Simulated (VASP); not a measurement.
The system is Tl.

```
Tl
1.0
    -1.94100    1.94100    1.94100
     1.94100   -1.94100    1.94100
     1.94100    1.94100   -1.94100
Tl
1
Direct
  0.00000 0.00000 0.00000
```

* Program: VASP 6.6.1
* Task: relaxation of cell and atoms
* Functional: r2SCAN
* Potentials or basis: VASP PAW PBE potentials, release 64 (Tl_d)
* Cutoff: 600 eV
* k mesh: 16 × 16 × 16
* Occupations: gaussian, width 0.1 eV
* Spin: no spin polarisation

At the start: pressure 0.9 GPa; volume 29.25 Å³/atom.

Task: How do energy, volume and symmetry change on relaxing?

Result: Over 3 steps the energy falls by 2.3 meV/atom and the volume is 30.05 Å³/atom (+2.7 %); space group Im-3m (No. 229, to 0.05 Å).

Step by step:
```
step  energy change (eV)  largest force (eV/Å)  pressure (GPa)  volume (Å³)
   1              0.0000                0.0000            0.93        29.25
   2             -0.0023                0.0000            0.09        29.98
   3             -0.0023                0.0000            0.01        30.05
```

Final structure:
```
CELL_PARAMETERS angstrom
-1.95862 1.95862 1.95862
1.95862 -1.95862 1.95862
1.95862 1.95862 -1.95862
ATOMIC_POSITIONS crystal
Tl 0.00000 0.00000 0.00000
```

Caveat: the PAW data sets were made with another functional, which shifts forces and pressure a little.
